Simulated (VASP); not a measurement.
# SiO2 (P6_222) in VASP: a series of runs

Runs on SiO2. Level: r2SCAN. Tasks: single point.

Program: VASP 6.6.1. These are calculated values, not measurements. Logs are shortened: lines on timing, memory, paths and dates and some standing lists are left out, and cuts for length are marked.

## 1. The cell of the first run

It takes space group P6_222 (No. 180, hexagonal). The conventional cell has a = 4.932 Å, b = 4.932 Å, c = 5.481 Å, α = 90.00°, β = 90.00°, γ = 120.00°. Si (site symmetry 222) has 4 O at 1.59 Å within 2.1 Å. Within 2.1 Å of O (site symmetry 2) lie 2 Si at 1.59 Å.

## 2. Single point, r2SCAN (12.83 Å³/atom)

POSCAR reads:

```
SiO2
1.0
    4.9315147560      0.0000000000      0.0000000000
   -2.4657573780      4.2708170579      0.0000000000
    0.0000000000      0.0000000000      5.4809703902
Si O
3 6
Direct
    0.5000000000      0.5000000000      0.3333333333
    0.0000000000      0.5000000000      0.6666666667
    0.5000000000      0.0000000000      0.0000000000
    0.2027513895      0.7972486105      0.8333333333
    0.4055027789      0.2027513895      0.1666666667
    0.2027513895      0.4055027789      0.5000000000
    0.7972486105      0.2027513895      0.8333333333
    0.5944972211      0.7972486105      0.1666666667
    0.7972486105      0.5944972211      0.5000000000
```

INCAR.step1 reads:

```
SYSTEM = SiO2
  ALGO = Normal
  EDIFF = 1E-5
  ENCUT = 660
  GGA = PE
  GGA_COMPAT = .False.
  ISMEAR = 0
  LASPH = .True.
  LCHARG = .False.
  LREAL = .False.
  LWAVE = .True.
  NBANDS = 34
  NELM = 120
  PREC = Accurate
  SIGMA = 0.02
```

INCAR.step2 reads:

```
SYSTEM = SiO2
  ALGO = Normal
  EDIFF = 1E-6
  ENCUT = 660
  GGA_COMPAT = .False.
  ISIF = 2
  ISMEAR = 0
  ISTART = 1
  LASPH = .True.
  LCHARG = .True.
  LELF = .True.
  LMIXTAU = .True.
  LREAL = .False.
  LVHAR = .True.
  LWAVE = .False.
  METAGGA = R2SCAN
  NBANDS = 34
  NELM = 120
  PREC = Accurate
  SIGMA = 0.02
```

KPOINTS reads:

```
k-points
0
Gamma
  6 6 4
  0 0 0
```

Potentials or basis: VASP PAW PBE potentials, release 64 (Si, O).

Launch:

```bash
$ cat potpaw_PBE.64/Si/POTCAR potpaw_PBE.64/O/POTCAR > POTCAR
$ cp INCAR.step1 INCAR
$ mpirun -np 1 vasp_std > vasp.out
$ cp INCAR.step2 INCAR
$ mpirun -np 1 vasp_std > vasp.out
```

OUTCAR:

```text
SYSTEM = SiO2
   EDIFF = 1E-6
   ENCUT = 660
   ISIF = 2
   ISMEAR = 0
   ISTART = 1
   LASPH = .True.
   LREAL = .False.
   METAGGA = R2SCAN
   NELM = 120
   PREC = Accurate

 ion  position               nearest neighbor table
   1  0.500  0.500  0.333-   5 1.59   8 1.59   6 1.59   9 1.59   3 3.07   3 3.07   2 3.07   2 3.07

   2  0.000  0.500  0.667-   4 1.59   7 1.59   6 1.59   9 1.59   3 3.07   3 3.07   1 3.07   1 3.07

   3  0.500  0.000  0.000-   4 1.59   7 1.59   5 1.59   8 1.59   1 3.07   2 3.07   1 3.07   2 3.07

   4  0.203  0.797  0.833-   2 1.59   3 1.59
   5  0.406  0.203  0.167-   1 1.59   3 1.59
   6  0.203  0.406  0.500-   1 1.59   2 1.59
   7  0.797  0.203  0.833-   2 1.59   3 1.59
   8  0.594  0.797  0.167-   1 1.59   3 1.59
   9  0.797  0.594  0.500-   1 1.59   2 1.59

  LATTYP: Found a hexagonal cell.
 ALAT       =     4.9315147560
 C/A-ratio  =     1.1114172139

  Lattice vectors:

 A1 = (   4.9315147560,   0.0000000000,   0.0000000000)
 A2 = (  -2.4657573780,   4.2708170579,   0.0000000000)
 A3 = (   0.0000000000,   0.0000000000,   5.4809703902)

Analysis of symmetry for initial positions (statically):
=====================================================================
 Subroutine PRICEL returns:
 Original cell was already a primitive cell.

 Routine SETGRP: Setting up the symmetry group for a
 hexagonal supercell.

 Subroutine GETGRP returns: Found 12 space group operations
 (whereof  4 operations were pure point group operations)
 out of a pool of 24 trial point group operations.

The static configuration has the point symmetry D_2 .
 The point group associated with its full space group is D_6 .

Analysis of symmetry for dynamics (positions and initial velocities):
=====================================================================
 Subroutine PRICEL returns:
 Original cell was already a primitive cell.

 Routine SETGRP: Setting up the symmetry group for a
 hexagonal supercell.

 Subroutine GETGRP returns: Found 12 space group operations
 (whereof  4 operations were pure point group operations)
 out of a pool of 24 trial point group operations.

The dynamic configuration has the point symmetry D_2 .
 The point group associated with its full space group is D_6 .

 Subroutine INISYM returns: Found 12 space group operations
 (whereof  4 operations are pure point group operations),
 and found     1 'primitive' translations

----------------------------------------------------------------------------------------

                                     Primitive cell

  volume of cell :     115.4380

  direct lattice vectors                    reciprocal lattice vectors
     4.931514756  0.000000000  0.000000000     0.202777453  0.117073617  0.000000000
    -2.465757378  4.270817058  0.000000000     0.000000000  0.234147234  0.000000000
     0.000000000  0.000000000  5.480970390     0.000000000  0.000000000  0.182449444

  length of vectors
     4.931514756  4.931514756  5.480970390     0.234147234  0.234147234  0.182449444

  position of ions in fractional coordinates (direct lattice)
     0.500000000  0.500000000  0.333333333
     0.000000000  0.500000000  0.666666667
     0.500000000  0.000000000  0.000000000
     0.202751390  0.797248610  0.833333333
     0.405502779  0.202751390  0.166666667
     0.202751390  0.405502779  0.500000000
     0.797248610  0.202751390  0.833333333
     0.594497221  0.797248610  0.166666667
     0.797248610  0.594497221  0.500000000

  ion indices of the primitive-cell ions
   primitive index   ion index
                 1           1
                 2           2
                 3           3
                 4           4
                 5           5
                 6           6
                 7           7
                 8           8
                 9           9

----------------------------------------------------------------------------------------

 KPOINTS: k-points

Automatic generation of k-mesh.
 Grid dimensions read from file:
 generate k-points for:    6    6    4

 Generating k-lattice:

  Cartesian coordinates                     Fractional coordinates (reciprocal lattice)
     0.033796242  0.019512269  0.000000000     0.166666667 -0.000000000  0.000000000
     0.000000000  0.039024539  0.000000000     0.000000000  0.166666667  0.000000000
     0.000000000  0.000000000  0.045612361     0.000000000  0.000000000  0.250000000

  Length of vectors
     0.039024539  0.039024539  0.045612361

  Shift w.r.t. Gamma in fractional coordinates (k-lattice)
     0.000000000  0.000000000  0.000000000

 Subroutine IBZKPT returns following result:
 ===========================================

 Found     21 irreducible k-points:

 Following reciprocal coordinates:
            Coordinates               Weight
  0.000000  0.000000  0.000000      1.000000
  0.166667  0.000000  0.000000      6.000000
  0.333333  0.000000  0.000000      6.000000
  0.500000  0.000000  0.000000      3.000000
  0.166667  0.166667  0.000000      6.000000
  0.333333  0.166667  0.000000     12.000000
[... 13 lines left out ...]
  0.333333  0.166667  0.500000     12.000000
  0.333333  0.333333  0.500000      2.000000
   k-points           NKPTS =     21   k-points in BZ     NKDIM =     21   number of bands    NBANDS=     34
   number of dos      NEDOS =    301   number of ions     NIONS =      9
   total plane-waves  NPLWV =  84672
   dimension x,y,z NGX =    42 NGY =   42 NGZ =   48
   dimension x,y,z NGXF=    84 NGYF=   84 NGZF=   96
   ions per type =               3   6
   NGX,Y,Z   is equivalent  to a cutoff of  14.16, 14.16, 14.56 a.u.
   NGXF,Y,Z  is equivalent  to a cutoff of  28.32, 28.32, 29.12 a.u.
 SYSTEM =  SiO2
   PREC   = accura    normal or accurate (medium, high low for compatibility)
   ISTART =      1    job   : 0-new  1-cont  2-samecut
   ICHARG =      0    charge: 1-file 2-atom 10-const
   ISPIN  =      1    spin polarized calculation?
   LNONCOLLINEAR =      F non collinear calculations
   LSORBIT =      F    spin-orbit coupling
   LASPH  =      T    aspherical Exc in radial PAW
   ENCUT  =  660.0 eV  48.51 Ry    6.96 a.u.  10.33 10.33 11.48*2*pi/ulx,y,z
   NELM   =    120;   NELMIN=  2; NELMDL=  0     # of ELM steps
   EDIFF  = 0.1E-05   stopping-criterion for ELM
   LREAL  =      F    real-space projection
   EDIFFG = 0.1E-04   stopping-criterion for IOM
   NSW    =      0    number of steps for IOM
   IBRION =     -1    ionic relax: 0-MD 1-quasi-New 2-CG
   NFREE  =      0    steps in history (QN), initial steepest desc. (CG)
   ISIF   =      2    stress and relaxation
   ISYM   =      2    0-nonsym 1-usesym 2-fastsym
   POTIM  = 0.5000    time-step for ionic-motion
   TEBEG  =    0.0;   TEEND  =   0.0 temperature during run
   PSTRESS=    0.0 pullay stress
   NELECT =      48.0000    total number of electrons
   NUPDOWN=      -1.0000    fix difference up-down
   EMIN   =  10.00;   EMAX   =-10.00  energy-range for DOS
   EFERMI =   0.00;   METHOD = LEGACY
   ISMEAR =     0;   SIGMA  =   0.02  broadening in eV -4-tet -1-fermi 0-gaus
   EFERMI_NEDOS =   21; number of points for ismear=-14 and -15
   IALGO  =     38    algorithm
   IMIX   =      4    mixing-type and parameters
     AMIX     =   0.40;   BMIX     =  1.00
     AMIX_MAG =   1.60;   BMIX_MAG =  1.00
  volume/ion in A,a.u.               =      12.83        86.56
  Fermi-wavevector in a.u.,A,eV,Ry     =   1.221909  2.309074 20.314348  1.493062
  Thomas-Fermi vector in A             =   2.357075
   LORBIT       =      0    0 simple, 1 ext, 2 COOP (PROOUT), +10 PAW based schemes
   METAGGA = R2SCAN    functional components
   LHFCALC =     F    Hartree Fock is set to
   AEXX    =    0.0000 exact exchange contribution
   IVDW    =     0    specifies the selected vdW correction
   LEPSILON=     F    determine dielectric tensor
   LRPA    =     F    only Hartree local field effects (RPA)
 non-spin polarized calculation
 Gauss-broadening in eV      SIGMA  =   0.02
  energy-cutoff  :      660.00
  volume of cell :      115.44
 maximum number of plane-waves:      4475
 NGX is ok and might be reduce to    42
   NGX = 21   NGY = 21   NGZ = 23

 number of electron      48.0000007 magnetization

 Free energy of the ion-electron system (eV)
  ---------------------------------------------------
  ext. energy  EPLUGINS =         0.00000000
  ---------------------------------------------------
  free energy    TOTEN  =       -89.16922023 eV

  energy without entropy =      -89.16922023  energy(sigma->0) =      -89.16922023

 E-fermi :   0.6849     XC(G=0):  -9.5162

 val. band max:        0.5313786065   @ k =   0.0000   0.0000   0.5000
 cond. band min:       7.0004784822   @ k =   0.0000   0.0000   0.0000
 fundamental gap:      6.4690998757
 Fermi energy:         0.6848815694

 k-point     1 :       0.0000    0.0000    0.0000
  band No.  band energies     occupation
      1     -20.1329      2.00000
      2     -18.5997      2.00000
      3     -18.5997      2.00000
      4     -17.9587      2.00000
      5     -17.9587      2.00000
      6     -17.8780      2.00000
[... 26 lines left out ...]
     33      14.9221      0.00000
     34      14.9221      0.00000

 k-point     2 :       0.1667    0.0000    0.0000
  band No.  band energies     occupation
      1     -20.0514      2.00000
      2     -18.6986      2.00000
      3     -18.5995      2.00000
      4     -17.9649      2.00000
      5     -17.9585      2.00000
      6     -17.8934      2.00000
[... 26 lines left out ...]
     33      14.6302      0.00000
     34      14.7688      0.00000
[... 664 lines left out ...]
     33      13.1788      0.00000
     34      13.3040      0.00000

 k-point    21 :       0.3333    0.3333    0.5000
  band No.  band energies     occupation
      1     -19.6036      2.00000
      2     -18.8966      2.00000
      3     -18.8966      2.00000
      4     -18.0054      2.00000
      5     -18.0054      2.00000
      6     -17.9172      2.00000
[... 26 lines left out ...]
     33      13.2439      0.00000
     34      13.2893      0.00000

------------------------ aborting loop because EDIFF is reached ----------------------------------------

  FORCE on cell =-STRESS in cart. coord.  units (eV):
  Direction    XX          YY          ZZ          XY          YZ          ZX
  --------------------------------------------------------------------------------------
  -------------------------------------------------------------------------------------
  Total        6.8029392      6.8029392      6.9096935     -0.0000000      0.0000000     -0.0000000
  in kB       94.4187854     94.4187854     95.9004413     -0.0000000      0.0000000     -0.0000000
  external PRESSURE =      94.9126707 kB  Pullay stress =       0.0000000 kB

 VOLUME and BASIS-vectors are now :
 -----------------------------------------------------------------------------
  energy-cutoff  :      660.00
  volume of cell :      115.44
      direct lattice vectors                 reciprocal lattice vectors
     4.931514756  0.000000000  0.000000000     0.202777453  0.117073617  0.000000000
    -2.465757378  4.270817058  0.000000000     0.000000000  0.234147234  0.000000000
     0.000000000  0.000000000  5.480970390     0.000000000  0.000000000  0.182449444

 POSITION                                       TOTAL-FORCE (eV/Angst)
 -----------------------------------------------------------------------------------
      1.23288      2.13541      1.82699        -0.000000     -0.000000     -0.000000
     -1.23288      2.13541      3.65398        -0.000000      0.000000      0.000000
      2.46576      0.00000      0.00000        -0.000000     -0.000000      0.000000
     -0.96595      3.40490      4.56748         0.018929     -0.010928      0.000000
      1.49981      0.86591      0.91350         0.018929      0.010928     -0.000000
      0.00000      1.73183      2.74049        -0.000000      0.021857      0.000000
      3.43171      0.86591      4.56748        -0.018929      0.010928     -0.000000
      0.96595      3.40490      0.91350        -0.018929     -0.010928      0.000000
      2.46576      2.53899      2.74049         0.000000     -0.021857      0.000000
 -----------------------------------------------------------------------------------
    total drift:                                0.000000     -0.000000      0.000001

  FREE ENERGIE OF THE ION-ELECTRON SYSTEM (eV)
  ---------------------------------------------------
  free  energy   TOTEN  =       -89.1692202257 eV

  energy  without entropy=      -89.1692202257  energy(sigma->0) =      -89.16922023
```

Run time: 3.9 min. Hardware: 1 thread of Intel Xeon 6975P-C (Granite Rapids), shared host; peak memory 0.34 GiB.

What came out:

```
Free energy            : -89.1692 eV
Pressure               : 9.5 GPa
Largest force          : 0.022 eV/Å
Band gap on the k mesh : 6.47 eV (least direct gap 6.60 eV)
```

Forces in eV/Å, atoms in the order of the input:
```
Si   0.000  0.000  0.000
Si   0.000  0.000  0.000
Si   0.000  0.000  0.000
O    0.019 -0.011  0.000
O    0.019  0.011  0.000
O    0.000  0.022  0.000
O   -0.019  0.011  0.000
O   -0.019 -0.011  0.000
O    0.000 -0.022  0.000
```

Caveat: the cell stands under pressure; the PAW data sets were made with another functional, which shifts forces and pressure a little. A k mesh can miss the band edges.

## 3. Single point, r2SCAN (13.24 Å³/atom)

This run uses another cell than the first one, of 13.24 Å³/atom.

POSCAR reads:

```
SiO2
1.0
    4.9999160917      0.0000000000      0.0000000000
   -2.4999580459      4.3300543522      0.0000000000
    0.0000000000      0.0000000000      5.5022026064
Si O
3 6
Direct
    0.5000000000      0.5000000000      0.3333333333
    0.0000000000      0.5000000000      0.6666666667
    0.5000000000      0.0000000000      0.0000000000
    0.2056282757      0.7943717243      0.8333333333
    0.4112565514      0.2056282757      0.1666666667
    0.2056282757      0.4112565514      0.5000000000
    0.7943717243      0.2056282757      0.8333333333
    0.5887434486      0.7943717243      0.1666666667
    0.7943717243      0.5887434486      0.5000000000
```

INCAR.step1 reads:

```
ALGO = Normal
EDIFF = 1E-5
ENCUT = 660
GGA = PE
GGA_COMPAT = False
ISMEAR = 0
LASPH = True
LCHARG = False
LREAL = False
LWAVE = True
NBANDS = 34
NELM = 120
PREC = Accurate
SIGMA = 0.02
```

INCAR.step2 reads:

```
ALGO = Normal
EDIFF = 1E-6
ENCUT = 660
GGA_COMPAT = False
ISIF = 2
ISMEAR = 0
ISTART = 1
LASPH = True
LCHARG = False
LMIXTAU = True
LREAL = False
LWAVE = False
METAGGA = R2SCAN
NBANDS = 34
NELM = 120
PREC = Accurate
SIGMA = 0.02
```

KPOINTS reads:

```
k-points
0
Gamma
  6 6 4
```

Potentials or basis: VASP PAW PBE potentials, release 64 (Si, O).

Launch:

```bash
$ cat potpaw_PBE.64/Si/POTCAR potpaw_PBE.64/O/POTCAR > POTCAR
$ cp INCAR.step1 INCAR
$ mpirun -np 1 vasp_std > vasp.out
$ cp INCAR.step2 INCAR
$ mpirun -np 1 vasp_std > vasp.out
```

It took 3.4 min on 1 thread of Intel Xeon 6975P-C (Granite Rapids), shared host; peak memory 0.34 GiB.

It converged, with:

```yaml
Free_energy: -89.3421 eV
Pressure: 4.5 GPa
Largest_force: 0.022 eV/Å
Band_gap_on_the_k_mesh: 6.40 eV (least direct gap 6.57 eV)
```

Forces in eV/Å, atoms in the order of the input:
```
Si   0.000  0.000  0.000
Si   0.000  0.000  0.000
Si   0.000  0.000  0.000
O    0.019 -0.011  0.000
O    0.019  0.011  0.000
O    0.000  0.022  0.000
O   -0.019  0.011  0.000
O   -0.019 -0.011  0.000
O    0.000 -0.022  0.000
```

Stress tensor (GPa, compression positive):
```
4.42 0.00 0.00
0.00 4.42 0.00
0.00 0.00 4.57
```

Levels at points of the mesh, in eV from the valence-band top:
```csv
k point,band 22,band 23,band 24,band 25,band 26,band 27
"(0.00, 0.00, 0.00)",-0.49,-0.49,-0.16,6.40,9.84,9.84
"(0.50, 0.00, 0.00)",-1.02,-0.37,0.00,8.52,9.44,10.52
"(0.00, 0.00, 0.50)",-0.30,0.00,0.00,8.29,8.29,9.27
"(0.50, 0.00, 0.50)",-0.75,-0.69,-0.36,9.70,9.95,10.30
```

Caveat: the cell stands under pressure; the PAW data sets were made with another functional, which shifts forces and pressure a little. A k mesh can miss the band edges.
